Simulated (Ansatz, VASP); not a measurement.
One calculation of SiO2, two programs

File INCAR:

```
SYSTEM = SiO2
PREC     = Accurate       ! precision mode
ENCUT    = 520            ! plane-wave cutoff, eV
EDIFF    = 1E-6           ! SCF threshold, eV
ISMEAR   = 0              ! smearing method
SIGMA    = 0.01           ! smearing width, eV
LREAL    = .FALSE.        ! projectors in reciprocal space
LASPH    = .TRUE.         ! aspherical terms in the spheres
NELM     = 100            ! most SCF steps
ALGO     = Normal         ! electronic algorithm
ISIF     = 2              ! what is computed and relaxed
LWAVE    = .FALSE.        ! write WAVECAR
LCHARG   = .FALSE.        ! write CHGCAR
GGA      = PS             ! functional
NBANDS   = 25             ! bands
```

Contents of KPOINTS:

```
Automatic mesh
0
G
  6 6 6
  0 0 0
```

File POSCAR:

```
SiO2
1.0
   -2.3581162984      2.3581162984      3.7188717261
    2.3581162984     -2.3581162984      3.7188717261
    2.3581162984      2.3581162984     -3.7188717261
Si O
2 4
Direct
    0.0000000000      0.0000000000      0.0000000000
    0.7500000000      0.2500000000      0.5000000000
    0.9983800000      0.6250000000      0.8733800000
    0.3750000000      0.2483800000      0.3733800000
    0.7516200000      0.1250000000      0.1266200000
    0.8750000000      0.0016200000      0.6266200000
```

Input for Ansatz:

```yaml
crystal:
  lattice:
    - [-2.3581162984318027, 2.3581162984318027, 3.718871726091982]
    - [2.3581162984318027, -2.3581162984318027, 3.718871726091982]
    - [2.3581162984318027, 2.3581162984318027, -3.718871726091982]
  atoms:
    - { symbol: Si, position: [0.0, 0.0, 0.0] }
    - { symbol: Si, position: [0.75, 0.25, 0.5] }
    - { symbol: O, position: [0.99838, 0.625, 0.87338] }
    - { symbol: O, position: [0.375, 0.24838, 0.37338] }
    - { symbol: O, position: [0.75162, 0.125, 0.12662] }
    - { symbol: O, position: [0.875, 0.00162, 0.62662] }
basis:
  ecutwfc: 470.0
kpoints:
  mp_grid:
    grid: [6, 6, 6]
hamiltonian:
  xc: pbesol
scf:
  occupations:
    method: fixed
output:
  stress: true
```

Alike in both runs: task single point; functional PBEsol; k mesh 6 × 6 × 6; no spin polarisation.

```csv
,VASP,Ansatz
version,VASP 6.6.1,Ansatz 0.2.0
potentials or method,"VASP PAW PBE potentials, release 64 (Si, O), cutoff 520 eV","plane waves, PAW"
occupations,"gaussian, width 0.01 eV",fixed
valence electrons in the cell,32,32
```

|  | VASP | Ansatz | Ansatz less VASP |
| --- | --- | --- | --- |
| pressure (GPa) | 5.3 | 4.7 | -0.61 |
| traceless stress, the component that is largest in VASP (GPa) | -1.22 | -1.29 | -0.075 |

VASP's potentials were made for PBE, not for PBEsol.
